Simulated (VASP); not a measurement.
Wanted: the native input for a VASP 6.6.1 run.

```
Task                   : single point
Functional             : PBEsol
Potentials or basis    : VASP PAW PBE potentials, release 64 (Be, S)
Cutoff                 : 600 eV
k mesh                 : 6 × 6 × 6
Occupations            : gaussian, width 0.1 eV
Spin                   : no spin polarisation
Dipole correction      : no
Further INCAR settings : ALGO = Normal; EDIFF = 1e-06; NBANDS = 11
```

The structure of BeS lies in POSCAR:

```
BeS
1.0
    0.0000000000      2.5975846441      2.5975846441
    2.5975846441      0.0000000000      2.5975846441
    2.5975846441      2.5975846441      0.0000000000
Be S
1 1
Direct
    0.0000000000      0.0000000000      0.0000000000
    0.5000000000      0.5000000000      0.5000000000
```

This cell differs from its parent crystal: Ba replaced by Be, lengths x 0.777, strained.

These files were run (other wordings do the same):

INCAR

```
  PREC = Accurate
  ENCUT = 600
  EDIFF = 1E-6
  ISMEAR = 0
  SIGMA = 0.1
  LREAL = F
  LASPH = T
  NELM = 120
  ALGO = Normal
  ISIF = 2
  LWAVE = F
  LCHARG = F
  GGA = PS
  NBANDS = 11
  GGA_COMPAT = F
```

KPOINTS

```
Automatic mesh
0
Gamma
  6 6 6
```

Potentials or basis: VASP PAW PBE potentials, release 64 (Be, S).

Run with:

```console
$ cat potpaw_PBE.64/Be/POTCAR potpaw_PBE.64/S/POTCAR > POTCAR
$ mpirun -np 1 vasp_std > vasp.out
```

It gave:

```yaml
Pressure: -20.5 GPa
Band_gap_on_the_k_mesh: 0.68 eV, indirect (least direct gap 2.31 eV)
```

Caveat: the cell differs from its parent crystal (Ba replaced by Be, lengths x 0.777, strained); the PAW data sets were made with another functional, which shifts forces and pressure a little.

Run time: 11 s on 1 thread of AMD EPYC 7R13 Processor (Zen 3), with other jobs on the host, peak memory 0.12 GiB.
